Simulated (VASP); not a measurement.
# AlNi (P1) in VASP: a series of runs

AlNi is run at these levels: PBEsol; tasks: single point.

Program: VASP 6.6.1. These are calculated values, not measurements. Logs are shortened: lines on timing, memory, paths and dates and some standing lists are left out, and cuts for length are marked.

**1. The cell of the first run**

The typed cell holds 2 atoms: a = 2.752 Å, b = 2.752 Å, c = 3.099 Å, α = 90.00°, β = 90.00°, γ = 90.43°.

**2. Single point, PBEsol (atom 2 (Ni) moved by (-0.450, -0.450) A along [1 1 0] and z)**

Input file INCAR:

```
PREC = Accurate ; ENCUT = 520
EDIFF = 1E-7 ; ISMEAR = 0
SIGMA = 0.15 ; LREAL = F
LASPH = T ; NELM = 60
ALGO = Fast ; ISIF = 2
LWAVE = F ; LCHARG = T
GGA = PS ; LELF = T
LVHAR = T ; NBANDS = 14
```

Input file KPOINTS:

```
Automatic mesh
0
Gamma
  18 18 16
```

Input file POSCAR:

```
AlNi
1.0
    1.9386940000     -1.9531901500      0.0000000000
    1.9386940000      1.9531901500      0.0000000000
    0.0000000000      0.0000000000      3.0994300413
Al Ni
1 1
Direct
    0.0000000000      0.0000000000      0.0000000000
    0.4993909311      0.3364789630      0.3548120158
```

Potentials or basis: VASP PAW PBE potentials, release 64 (Al, Ni).

Command:

```console
$ cat potpaw_PBE.64/Al/POTCAR potpaw_PBE.64/Ni/POTCAR > POTCAR
$ mpirun -np 1 vasp_std > vasp.out
```

OUTCAR:

```text
PREC = Accurate
   ENCUT = 520
   EDIFF = 1E-7
   ISMEAR = 0
   LREAL = F
   LASPH = T
   NELM = 60
   ISIF = 2
   GGA = PS

 ion  position               nearest neighbor table
   1  0.000  0.000  0.000-   2 1.98   2 2.00   2 2.53   2 2.54   2 2.59   2 2.60   2 3.03   2 3.04

   2  0.499  0.336  0.355-   1 1.98   1 2.00   1 2.53   1 2.54   1 2.59   1 2.60   1 3.03   1 3.04

  LATTYP: Found a base centered orthorhombic cell.
 ALAT       =     3.8773880000
 B/A-ratio  =     1.0074772759
 C/A-ratio  =     0.7993603017

  Lattice vectors:

 A1 = (   1.9386940000,  -1.9531901500,   0.0000000000)
 A2 = (   1.9386940000,   1.9531901500,   0.0000000000)
 A3 = (   0.0000000000,   0.0000000000,   3.0994300413)

Analysis of symmetry for initial positions (statically):
=====================================================================
 Subroutine PRICEL returns:
 Original cell was already a primitive cell.

 Routine SETGRP: Setting up the symmetry group for a
 base centered orthorhombic supercell.

 Subroutine GETGRP returns: Found  1 space group operations
 (whereof  1 operations were pure point group operations)
 out of a pool of  8 trial point group operations.

The static configuration has the point symmetry C_1 .

Analysis of symmetry for dynamics (positions and initial velocities):
=====================================================================
 Subroutine PRICEL returns:
 Original cell was already a primitive cell.

 Routine SETGRP: Setting up the symmetry group for a
 base centered orthorhombic supercell.

 Subroutine GETGRP returns: Found  1 space group operations
 (whereof  1 operations were pure point group operations)
 out of a pool of  8 trial point group operations.

The dynamic configuration has the point symmetry C_1 .

 Subroutine INISYM returns: Found  1 space group operations
 (whereof  1 operations are pure point group operations),
 and found     1 'primitive' translations

----------------------------------------------------------------------------------------

                                     Primitive cell

  volume of cell :      23.4728

  direct lattice vectors                    reciprocal lattice vectors
     1.938694000 -1.953190150  0.000000000     0.257905580 -0.255991461  0.000000000
     1.938694000  1.953190150  0.000000000     0.257905580  0.255991461  0.000000000
     0.000000000  0.000000000  3.099430041     0.000000000  0.000000000  0.322639965

  length of vectors
     2.751996764  2.751996764  3.099430041     0.363382603  0.363382603  0.322639965

  position of ions in fractional coordinates (direct lattice)
[... 92 lines left out ...]
   EMIN   =  10.00;   EMAX   =-10.00  energy-range for DOS
   EFERMI =   0.00;   METHOD = LEGACY
   ISMEAR =     0;   SIGMA  =   0.15  broadening in eV -4-tet -1-fermi 0-gaus
   EFERMI_NEDOS =   21; number of points for ismear=-14 and -15
   IALGO  =     68    algorithm
   IMIX   =      4    mixing-type and parameters
     AMIX     =   0.40;   BMIX     =  1.00
     AMIX_MAG =   1.60;   BMIX_MAG =  1.00
  volume/ion in A,a.u.               =      11.74        79.20
  Fermi-wavevector in a.u.,A,eV,Ry     =   1.344417  2.540580 24.591955  1.807458
  Thomas-Fermi vector in A             =   2.472413
   LORBIT       =      0    0 simple, 1 ext, 2 COOP (PROOUT), +10 PAW based schemes
   GGA     = PS    functional components
   LHFCALC =     F    Hartree Fock is set to
   AEXX    =    0.0000 exact exchange contribution
   IVDW    =     0    specifies the selected vdW correction
   LEPSILON=     F    determine dielectric tensor
   LRPA    =     F    only Hartree local field effects (RPA)
 non-spin polarized calculation
 RMM-DIIS sequential band-by-band and
 Gauss-broadening in eV      SIGMA  =   0.15
  energy-cutoff  :      520.00
  volume of cell :       23.47
 maximum number of plane-waves:       646
   NGX = 11   NGY = 11   NGZ = 11

 number of electron      13.0000003 magnetization

 Free energy of the ion-electron system (eV)
  ---------------------------------------------------
  ext. energy  EPLUGINS =         0.00000000
  ---------------------------------------------------
  free energy    TOTEN  =        -9.85110143 eV

  energy without entropy =       -9.84251858  energy(sigma->0) =       -9.84681000

 E-fermi :  10.0382     XC(G=0): -12.1476

 val. band max:       10.0377350947   @ k =   0.1667   0.1667   0.3125
 cond. band min:      10.0398788149   @ k =  -0.4444  -0.3889   0.4375
 fundamental gap:      0.0021437202
 Fermi energy:        10.0381627899

 k-point     1 :       0.0000    0.0000    0.0000
  band No.  band energies     occupation
      1      -1.0824      2.00000
      2       6.1161      2.00000
      3       6.4120      2.00000
      4       7.8267      2.00000
      5       8.2120      2.00000
      6       8.4502      2.00000
      7      13.6385      0.00000
      8      16.5814      0.00000
      9      17.3234      0.00000
     10      17.7133      0.00000
     11      19.7599      0.00000
     12      23.2280      0.00000
     13      29.5934      0.00000
     14      29.7444      0.00000
[... 377 lines left out ...]
      1      -0.4669      2.00000
      2       6.2253      2.00000
      3       6.4823      2.00000
      4       7.7574      2.00000
      5       7.9511      2.00000
      6       8.2703      2.00000
      7      13.3556      0.00000
      8      14.7494      0.00000
      9      17.0028      0.00000
     10      17.7438      0.00000
     11      22.1600      0.00000
     12      25.6268      0.00000
     13      26.8115      0.00000
     14      28.6780      0.00000

 [... further k-points ...]

------------------------ aborting loop because EDIFF is reached ----------------------------------------

  FORCE on cell =-STRESS in cart. coord.  units (eV):
  Direction    XX          YY          ZZ          XY          YZ          ZX
  --------------------------------------------------------------------------------------
  -------------------------------------------------------------------------------------
  Total        5.5374736      5.2086908      3.4638126     -1.8526249      2.8687954      3.0508354
  in kB      377.9693897    355.5277713    236.4282356   -126.4539685    195.8143605    208.2397950
  external PRESSURE =     323.3084655 kB  Pullay stress =       0.0000000 kB

 VOLUME and BASIS-vectors are now :
 -----------------------------------------------------------------------------
  energy-cutoff  :      520.00
  volume of cell :       23.47
      direct lattice vectors                 reciprocal lattice vectors
     1.938694000 -1.953190150  0.000000000     0.257905580 -0.255991461  0.000000000
     1.938694000  1.953190150  0.000000000     0.257905580  0.255991461  0.000000000
     0.000000000  0.000000000  3.099430041     0.000000000  0.000000000  0.322639965

 POSITION                                       TOTAL-FORCE (eV/Angst)
 -----------------------------------------------------------------------------------
      0.00000      0.00000      0.00000        -3.227294     -3.022434     -5.029200
      1.62050     -0.31820      1.09972         3.227294      3.022434      5.029200
 -----------------------------------------------------------------------------------
    total drift:                               -0.000334     -0.000326     -0.000340

  FREE ENERGIE OF THE ION-ELECTRON SYSTEM (eV)
  ---------------------------------------------------
  free  energy   TOTEN  =        -9.8511014277 eV

  energy  without entropy=       -9.8425185788  energy(sigma->0) =       -9.84681000
```

It took 20 min on 1 thread of Oxide Virtual Turin-like, shared host; peak memory 0.86 GiB.

Results:

```
Free energy            : -9.8511 eV
Pressure               : 32.3 GPa
Largest force          : 6.697 eV/Å
Band gap on the k mesh : zero (an odd number of electrons rules out a gap without spin polarisation)
```

Forces on the atoms (eV/Å):
```
Al  -3.227 -3.022 -5.029
Ni   3.227  3.022  5.029
```

Caveat: the cell differs from its parent crystal (atom 2 (Ni) moved by (-0.450, -0.450) A along [1 1 0] and z); the stress differs along the axes, from 24 to 38 GPa; the PAW data sets were made with another functional, which shifts forces and pressure a little. Spin polarisation is off, so any magnetic state and its effect on volume and gap are missing.

**3. Single point, PBEsol (atom 2 (Ni) moved by (-0.450, -0.225) A along [1 1 0] and z)**

Input file INCAR:

```
PREC = Accurate
ENCUT = 520
EDIFF = 1E-6
ISMEAR = 0
SIGMA = 0.15
LREAL = F
LASPH = T
NELM = 100
ALGO = Fast
ISIF = 2
LWAVE = F
LCHARG = T
GGA = PS
LELF = T
LVHAR = T
NBANDS = 14
```

KPOINTS is that of step 2.

Changes to POSCAR since step 2:

```diff
@@ -9,2 +9,2 @@
     0.0000000000      0.0000000000      0.0000000000
-    0.4993909311      0.3364789630      0.3548120158
+    0.4993909311      0.3364789630      0.4274060079
```

Potentials or basis: VASP PAW PBE potentials, release 64 (Al, Ni).

Command:

```console
$ cat potpaw_PBE.64/Al/POTCAR potpaw_PBE.64/Ni/POTCAR > POTCAR
$ mpirun -np 1 vasp_std > vasp.out
```

It took 13 min on 1 thread of Oxide Virtual Turin-like, shared host; peak memory 0.86 GiB.

It converged, with:

| Item | Value |
| --- | --- |
| Free energy | -10.6952 eV |
| Pressure | 17.8 GPa |
| Largest force | 3.864 eV/Å |
| Band gap on the k mesh | zero (an odd number of electrons rules out a gap without spin polarisation) |

Forces in eV/Å, atoms in the order of the input:
```
Al  -2.161 -2.030 -2.478
Ni   2.161  2.030  2.478
```

Stress tensor (GPa, compression positive):
```
18.46 -6.43 10.68
-6.43 16.90 10.07
10.68 10.07 17.99
```

Levels at points of the mesh, in eV from the Fermi level:
| k point | band 5 | band 6 | band 7 | band 8 | band 9 | band 10 |
| --- | --- | --- | --- | --- | --- | --- |
| (0.00, 0.00, 0.00) | -1.74 | -1.43 | 3.20 | 6.46 | 7.17 | 7.82 |
| (0.50, 0.00, 0.00) | -2.18 | -1.65 | -0.52 | 8.01 | 8.14 | 9.73 |
| (0.00, 0.50, 0.00) | -2.21 | -1.80 | -0.33 | 7.52 | 8.23 | 10.04 |
| (0.50, 0.50, 0.00) | -2.06 | -1.58 | -0.96 | 2.17 | 3.03 | 11.30 |
| (0.00, 0.00, 0.50) | -2.14 | -1.43 | -1.43 | 8.94 | 10.53 | 11.04 |
| (0.50, 0.00, 0.50) | -1.85 | -1.76 | -1.38 | 1.13 | 2.03 | 14.19 |
| (0.00, 0.50, 0.50) | -2.28 | -2.02 | -1.38 | 1.30 | 2.09 | 13.97 |
| (0.50, 0.50, 0.50) | -0.95 | 1.43 | 1.56 | 2.41 | 2.92 | 4.74 |

Caveat: the cell differs from its parent crystal (atom 2 (Ni) moved by (-0.450, -0.225) A along [1 1 0] and z); the cell stands under pressure; the PAW data sets were made with another functional, which shifts forces and pressure a little.
